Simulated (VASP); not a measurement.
# CdS: single point with PBEsol

The system is CdS.

```
Cd S
1.0
     4.05837    0.00000    0.00000
    -2.02919    3.51465    0.00005
     0.00000    2.34315    3.40638
Cd S
1 1
Cartesian
  0.0000 0.0000 0.0221
  2.0292 3.5147 2.5327
```

```json
{"Program": "VASP 6.6.1", "Task": "single point", "Functional": "PBEsol", "Potentials or basis": "VASP PAW PBE potentials, release 64 (Cd, S)", "Cutoff": "520 eV", "k mesh": "9 × 9 × 8", "Occupations": "gaussian, width 0.02 eV", "Spin": "no spin polarisation", "Dipole correction": "no", "Further INCAR settings": "ALGO = Normal; EDIFF = 1e-07; NBANDS = 16; ISYM = 0"}
```

```yaml
Pressure: 1.4 GPa
Largest_force: 0.007 eV/Å
Band_gap_on_the_k_mesh: 1.00 eV
```

Forces in eV/Å, atoms in the order of the input:
```
Cd   0.000  0.000 -0.007
S    0.000  0.000  0.007
```

Stress tensor (GPa, compression positive):
```
1.90 0.00 0.00
0.00 1.90 0.00
0.00 0.00 0.52
```

Levels at points of the mesh, in eV from the valence-band top:
```
           k point  band 6  band 7  band 8  band 9  band 10  band 11  band 12  band 13
(0.00, 0.00, 0.00)   -7.33   -0.12    0.00    0.00     1.00     6.19     6.52     6.52
(0.00, 0.00, 0.50)   -6.98   -4.73   -0.77   -0.77     3.06     7.04     7.04     7.24
```

Run time: 2.2 min on 1 thread of AMD EPYC 9R45 96-Core Processor (Zen 5), with other jobs on the host, peak memory 0.34 GiB.

Caveat: the PAW data sets were made with another functional, which shifts forces and pressure a little.
